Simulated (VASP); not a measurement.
# ZrNbN2 (R-3m) in VASP: single point with LDA

Aim: the single point of ZrNbN2 with LDA.

All numbers are computed with VASP 6.6.1; they aren't measurements. Logs are shortened: lines on timing, memory, paths and dates and some standing lists are left out, and cuts for length are marked.

**1. The cell of the first run**

It takes space group R-3m (No. 166, trigonal). Conventional cell: a = 3.384 Å, b = 3.384 Å, c = 15.518 Å, α = 90.00°, β = 90.00°, γ = 120.00°. Within 3.1 Å of Zr (site symmetry -3m) lie 6 N at 2.35 Å. Within 3.1 Å of Nb (site symmetry -3m) lie 6 N at 2.34 Å. N (site symmetry 3m) has 3 Nb at 2.34 Å and 3 Zr at 2.35 Å and 12 N at 3.22 to 3.38 Å within 3.4 Å.

**2. Single point, LDA**

Input file INCAR:

```
ALGO = Normal
EDIFF = 1E-6
ENCUT = 520
ISIF = 2
ISMEAR = 1
LASPH = T
LCHARG = F
LREAL = F
LWAVE = F
NBANDS = 26
NELM = 100
PREC = Accurate
SIGMA = 0.1
```

Input file KPOINTS:

```
k-points
0
Gamma
  13 13 13
```

Input file POSCAR:

```
ZrNbN2
1.0
    1.6921810500      0.9769809000      5.1727030000
   -1.6921810500      0.9769809000      5.1727030000
    0.0000000000     -1.9539628500      5.1727030000
Zr Nb N
1 1 2
Direct
    0.5000000000      0.5000000000      0.5000000000
    0.0000000000      0.0000000000      0.0000000000
    0.7492170000      0.7492170000      0.7492170000
    0.2507830000      0.2507830000      0.2507830000
```

Potentials or basis: VASP PAW LDA potentials, release 64 (Zr_sv, Nb_sv, N).

Command:

```
cat potpaw_LDA.64/Zr_sv/POTCAR potpaw_LDA.64/Nb_sv/POTCAR potpaw_LDA.64/N/POTCAR > POTCAR
mpirun -np 1 vasp_std > vasp.out
```

OUTCAR:

```text
EDIFF = 1E-6
   ENCUT = 520
   ISIF = 2
   ISMEAR = 1
   LASPH = T
   LREAL = F
   NELM = 100
   PREC = Accurate

 ion  position               nearest neighbor table
   1  0.500  0.500  0.500-   4 2.35   4 2.35   3 2.35   3 2.35   4 2.35   3 2.35   2 3.24   2 3.24
                             2 3.24   2 3.24   2 3.24   2 3.24
   2  0.000  0.000  0.000-   3 2.34   3 2.34   4 2.34   4 2.34   3 2.34   4 2.34   1 3.24   1 3.24
                             1 3.24   1 3.24   1 3.24   1 3.24
   3  0.749  0.749  0.749-   2 2.34   2 2.34   2 2.34   1 2.35   1 2.35   1 2.35
   4  0.251  0.251  0.251-   2 2.34   2 2.34   2 2.34   1 2.35   1 2.35   1 2.35

  LATTYP: Found a trigonal (rhomboedric) cell.
 ALAT       =     5.5294506699
 COS(alpha) =     0.8126905449

  Lattice vectors:

 A1 = (   1.6921810500,   0.9769809000,   5.1727030000)
 A2 = (  -1.6921810500,   0.9769809000,   5.1727030000)
 A3 = (   0.0000000000,  -1.9539628500,   5.1727030000)

Analysis of symmetry for initial positions (statically):
=====================================================================
 Subroutine PRICEL returns:
 Original cell was already a primitive cell.

 Routine SETGRP: Setting up the symmetry group for a
 trigonal (rhombohedral) supercell.

 Subroutine GETGRP returns: Found 12 space group operations
 (whereof 12 operations were pure point group operations)
 out of a pool of 12 trial point group operations.

The static configuration has the point symmetry D_3d.

Analysis of symmetry for dynamics (positions and initial velocities):
=====================================================================
 Subroutine PRICEL returns:
 Original cell was already a primitive cell.

 Routine SETGRP: Setting up the symmetry group for a
 trigonal (rhombohedral) supercell.

 Subroutine GETGRP returns: Found 12 space group operations
 (whereof 12 operations were pure point group operations)
 out of a pool of 12 trial point group operations.

The dynamic configuration has the point symmetry D_3d.

 Subroutine INISYM returns: Found 12 space group operations
 (whereof 12 operations are pure point group operations),
 and found     1 'primitive' translations

----------------------------------------------------------------------------------------

                                     Primitive cell

  volume of cell :      51.3100

  direct lattice vectors                    reciprocal lattice vectors
     1.692181050  0.976980900  5.172703000     0.295476657  0.170593516  0.064440853
    -1.692181050  0.976980900  5.172703000    -0.295476657  0.170593516  0.064440853
     0.000000000 -1.953962850  5.172703000     0.000000000 -0.341187032  0.064440818

  length of vectors
     5.529450670  5.529450670  5.529450890     0.347219277  0.347219277  0.347219254

  position of ions in fractional coordinates (direct lattice)
     0.500000000  0.500000000  0.500000000
     0.000000000  0.000000000  0.000000000
     0.749217000  0.749217000  0.749217000
     0.250783000  0.250783000  0.250783000

  ion indices of the primitive-cell ions
   primitive index   ion index
                 1           1
                 2           2
                 3           3
                 4           4

----------------------------------------------------------------------------------------

 KPOINTS: k-points

Automatic generation of k-mesh.
 Grid dimensions read from file:
 generate k-points for:   13   13   13

 Generating k-lattice:

  Cartesian coordinates                     Fractional coordinates (reciprocal lattice)
     0.022728974  0.013122578  0.004956989     0.076923077  0.000000000  0.000000000
    -0.022728974  0.013122578  0.004956989     0.000000000  0.076923077  0.000000000
     0.000000000 -0.026245156  0.004956986     0.000000000  0.000000000  0.076923077

  Length of vectors
     0.026709175  0.026709175  0.026709173

  Shift w.r.t. Gamma in fractional coordinates (k-lattice)
     0.000000000  0.000000000  0.000000000

 Subroutine IBZKPT returns following result:
 ===========================================

 Found    231 irreducible k-points:

 Following reciprocal coordinates:
            Coordinates               Weight
  0.000000  0.000000  0.000000      1.000000
  0.076923  0.000000  0.000000      6.000000
  0.153846 -0.000000  0.000000      6.000000
  0.230769  0.000000  0.000000      6.000000
  0.307692 -0.000000  0.000000      6.000000
  0.384615 -0.000000 -0.000000      6.000000
[... 16 lines left out ...]
  0.384615  0.153846  0.000000     12.000000
  0.461538  0.153846  0.000000     12.000000
 [... further k-points ...]
   k-points           NKPTS =    231   k-points in BZ     NKDIM =    231   number of bands    NBANDS=     26
   number of dos      NEDOS =    301   number of ions     NIONS =      4
   total plane-waves  NPLWV =  74088
   dimension x,y,z NGX =    42 NGY =   42 NGZ =   42
   dimension x,y,z NGXF=    84 NGYF=   84 NGZF=   84
   ions per type =               1   1   2
   NGX,Y,Z   is equivalent  to a cutoff of  12.63, 12.63, 12.63 a.u.
   NGXF,Y,Z  is equivalent  to a cutoff of  25.26, 25.26, 25.26 a.u.
 SYSTEM =  unknown system
   PREC   = accura    normal or accurate (medium, high low for compatibility)
   ISTART =      0    job   : 0-new  1-cont  2-samecut
   ICHARG =      2    charge: 1-file 2-atom 10-const
   ISPIN  =      1    spin polarized calculation?
   LNONCOLLINEAR =      F non collinear calculations
   LSORBIT =      F    spin-orbit coupling
   LASPH  =      T    aspherical Exc in radial PAW
   ENCUT  =  520.0 eV  38.22 Ry    6.18 a.u.  10.28 10.28 10.28*2*pi/ulx,y,z
   NELM   =    100;   NELMIN=  2; NELMDL= -5     # of ELM steps
   EDIFF  = 0.1E-05   stopping-criterion for ELM
   LREAL  =      F    real-space projection
   EDIFFG = 0.1E-04   stopping-criterion for IOM
   NSW    =      0    number of steps for IOM
   IBRION =     -1    ionic relax: 0-MD 1-quasi-New 2-CG
   NFREE  =      0    steps in history (QN), initial steepest desc. (CG)
   ISIF   =      2    stress and relaxation
   ISYM   =      2    0-nonsym 1-usesym 2-fastsym
   POTIM  = 0.5000    time-step for ionic-motion
   TEBEG  =    0.0;   TEEND  =   0.0 temperature during run
   PSTRESS=    0.0 pullay stress
   NELECT =      35.0000    total number of electrons
   NUPDOWN=      -1.0000    fix difference up-down
   EMIN   =  10.00;   EMAX   =-10.00  energy-range for DOS
   EFERMI =   0.00;   METHOD = LEGACY
   ISMEAR =     1;   SIGMA  =   0.10  broadening in eV -4-tet -1-fermi 0-gaus
   EFERMI_NEDOS =   21; number of points for ismear=-14 and -15
   IALGO  =     38    algorithm
   IMIX   =      4    mixing-type and parameters
     AMIX     =   0.40;   BMIX     =  1.00
     AMIX_MAG =   1.60;   BMIX_MAG =  1.00
  volume/ion in A,a.u.               =      12.83        86.56
  Fermi-wavevector in a.u.,A,eV,Ry     =   1.441109  2.723302 28.256522  2.076796
  Thomas-Fermi vector in A             =   2.559778
   LORBIT       =      0    0 simple, 1 ext, 2 COOP (PROOUT), +10 PAW based schemes
   GGA     = CA    functional components
   LHFCALC =     F    Hartree Fock is set to
   AEXX    =    0.0000 exact exchange contribution
   IVDW    =     0    specifies the selected vdW correction
   LEPSILON=     F    determine dielectric tensor
   LRPA    =     F    only Hartree local field effects (RPA)
 non-spin polarized calculation
 Methfessel and Paxton  Order N= 1 SIGMA  =   0.10
  energy-cutoff  :      520.00
  volume of cell :       51.31
 maximum number of plane-waves:      1403
 NGX is ok and might be reduce to    42
   NGX = 21   NGY = 21   NGZ = 21

 number of electron      35.0000001 magnetization

 Free energy of the ion-electron system (eV)
  ---------------------------------------------------
  ext. energy  EPLUGINS =         0.00000000
  ---------------------------------------------------
  free energy    TOTEN  =       -44.27125067 eV

  energy without entropy =      -44.27064864  energy(sigma->0) =      -44.27104999

 E-fermi :  10.8677     XC(G=0): -12.5397

 val. band max:       10.8669096945   @ k =  -0.0769   0.2308   0.0769
 cond. band min:      10.8801679235   @ k =  -0.1538   0.4615   0.0769
 fundamental gap:      0.0132582290
 Fermi energy:        10.8677124404

 k-point     1 :       0.0000    0.0000    0.0000
  band No.  band energies     occupation
      1     -45.0300      2.00000
      2     -38.7381      2.00000
      3     -21.2851      2.00000
      4     -21.1044      2.00000
      5     -21.1044      2.00000
      6     -17.0357      2.00000
[... 18 lines left out ...]
     25      13.2999      0.00000
     26      15.0172      0.00000

 k-point     2 :       0.0769    0.0000    0.0000
  band No.  band energies     occupation
      1     -45.0283      2.00000
      2     -38.7349      2.00000
      3     -21.2797      2.00000
      4     -21.1239      2.00000
      5     -21.1087      2.00000
      6     -17.0311      2.00000
[... 18 lines left out ...]
     25      13.4552      0.00000
     26      15.4380      0.00000

 k-point     3 :       0.1538   -0.0000    0.0000
  band No.  band energies     occupation
      1     -45.0235      2.00000
      2     -38.7263      2.00000
      3     -21.2650      2.00000
      4     -21.1775      2.00000
      5     -21.1205      2.00000
      6     -17.0185      2.00000
[... 18 lines left out ...]
     25      14.4829      0.00000
     26      15.6303      0.00000

 k-point     4 :       0.2308    0.0000    0.0000
  band No.  band energies     occupation
      1     -45.0168      2.00000
      2     -38.7141      2.00000
      3     -21.2546      2.00000
      4     -21.2417      2.00000
      5     -21.1371      2.00000
      6     -17.0014      2.00000
[... 18 lines left out ...]
     25      14.9240      0.00000
     26      16.0649      0.00000

 k-point     5 :       0.3077   -0.0000    0.0000
  band No.  band energies     occupation
      1     -45.0097      2.00000
      2     -38.7011      2.00000
      3     -21.3310      2.00000
      4     -21.2213      2.00000
      5     -21.1547      2.00000
      6     -17.0815      2.00000
[... 18 lines left out ...]
     25      14.7188      0.00000
     26      16.5212      0.00000

 k-point     6 :       0.3846   -0.0000   -0.0000
  band No.  band energies     occupation
      1     -45.0038      2.00000
      2     -38.6903      2.00000
      3     -21.3950      2.00000
      4     -21.2029      2.00000
      5     -21.1692      2.00000
      6     -17.1905      2.00000
[... 427 lines left out ...]
 k-point    21 :       0.2308    0.1538    0.0000
  band No.  band energies     occupation
      1     -45.0193      2.00000
      2     -38.7187      2.00000
      3     -21.2510      2.00000
      4     -21.2222      2.00000
      5     -21.1345      2.00000
      6     -17.0100      2.00000
[... 18 lines left out ...]
     25      14.9878      0.00000
     26      15.4846      0.00000

 k-point    22 :       0.3077    0.1538   -0.0000
  band No.  band energies     occupation
      1     -45.0134      2.00000
      2     -38.7079      2.00000
      3     -21.2796      2.00000
      4     -21.2331      2.00000
      5     -21.1584      2.00000
      6     -16.9959      2.00000
[... 18 lines left out ...]
     25      14.8124      0.00000
     26      16.4304      0.00000

 k-point    23 :       0.3846    0.1538    0.0000
  band No.  band energies     occupation
      1     -45.0071      2.00000
      2     -38.6964      2.00000
      3     -21.3370      2.00000
      4     -21.2148      2.00000
      5     -21.1859      2.00000
      6     -17.0843      2.00000
[... 18 lines left out ...]
     25      15.1543      0.00000
     26      16.2382      0.00000

 k-point    24 :       0.4615    0.1538    0.0000
  band No.  band energies     occupation
      1     -45.0018      2.00000
      2     -38.6867      2.00000
      3     -21.3831      2.00000
      4     -21.2114      2.00000
      5     -21.1981      2.00000
      6     -17.1636      2.00000
[... 18 lines left out ...]
     25      15.6676      0.00000
     26      16.0746      0.00000

 [... further k-points ...]

------------------------ aborting loop because EDIFF is reached ----------------------------------------

  FORCE on cell =-STRESS in cart. coord.  units (eV):
  Direction    XX          YY          ZZ          XY          YZ          ZX
  --------------------------------------------------------------------------------------
  -------------------------------------------------------------------------------------
  Total      -12.6564445    -12.6564462     -8.7326973      0.0000000      0.0000006      0.0000000
  in kB     -395.2031980   -395.2032508   -272.6824195      0.0000000      0.0000185      0.0000000
  external PRESSURE =    -354.3629561 kB  Pullay stress =       0.0000000 kB

 VOLUME and BASIS-vectors are now :
 -----------------------------------------------------------------------------
  energy-cutoff  :      520.00
  volume of cell :       51.31
      direct lattice vectors                 reciprocal lattice vectors
     1.692181050  0.976980900  5.172703000     0.295476657  0.170593516  0.064440853
    -1.692181050  0.976980900  5.172703000    -0.295476657  0.170593516  0.064440853
     0.000000000 -1.953962850  5.172703000     0.000000000 -0.341187032  0.064440818

 POSITION                                       TOTAL-FORCE (eV/Angst)
 -----------------------------------------------------------------------------------
      0.00000     -0.00000      7.75905         0.000000     -0.000000     -0.000000
      0.00000      0.00000      0.00000         0.000000     -0.000000     -0.000000
      0.00000     -0.00000     11.62643         0.000000      0.000000     -0.038263
      0.00000     -0.00000      3.89168         0.000000     -0.000000      0.038263
 -----------------------------------------------------------------------------------
    total drift:                                0.000000      0.000000     -0.000000

  FREE ENERGIE OF THE ION-ELECTRON SYSTEM (eV)
  ---------------------------------------------------
  free  energy   TOTEN  =       -44.2712506727 eV

  energy  without entropy=      -44.2706486397  energy(sigma->0) =      -44.27104999
```

It took 18 min on 1 thread of Intel Xeon Platinum 8375C at 2.90GHz (Ice Lake), shared host; peak memory 0.45 GiB.

What came out:

```
Free energy            : -44.2713 eV
Pressure               : -35.4 GPa
Largest force          : 0.038 eV/Å
Band gap on the k mesh : zero (an odd number of electrons rules out a gap without spin polarisation)
```

Forces on the atoms (eV/Å):
```
Zr   0.000  0.000  0.000
Nb   0.000  0.000  0.000
N    0.000  0.000 -0.038
N    0.000  0.000  0.038
```

Caveat: the cell stands under tension.
